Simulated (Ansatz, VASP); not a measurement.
**AlGa3As4 in VASP and in Ansatz**

```
Al Ga As
1.0
    -2.87020    2.87020    5.74085
     2.87020   -2.87020    5.74085
     2.87020    2.87020   -5.74085
Al Ga As
1 3 4
Direct
  0.50000 0.50000 0.00000
  0.00000 0.00000 0.00000
  0.25000 0.75000 0.50000
  0.75000 0.25000 0.50000
  0.87408 0.87408 0.49887
  0.37521 0.37521 0.50113
  0.12592 0.62479 0.00000
  0.62479 0.12592 0.00000
```

Alike in both runs: functional PBE; k mesh 8 × 8 × 8; occupations gaussian, width 0.02 eV; no spin polarisation.

Ansatz relaxed the structure, and its values are those at the end. VASP's run is a single point on that final structure, the one shown.

|  | VASP | Ansatz |
| --- | --- | --- |
| version | VASP 6.6.1 | Ansatz 0.2.0 |
| potentials or method | VASP PAW PBE potentials, release 64 (Al, Ga_d, As), cutoff 520 eV | scalar-relativistic, plane waves, PAW |
| valence electrons in the cell | 62 | 102 |

```tsv
	VASP	Ansatz	Ansatz less VASP
gap on the k mesh at the Fermi level (eV)	0.57	0.57	-0.003
least direct gap on the mesh (eV)	0.57	0.57	-0.003
pressure (GPa)	0.2	0.0	-0.17
```

VASP's potentials hold 62 valence electrons a cell and Ansatz's 102, so a difference there can come from the potentials and not from the codes.
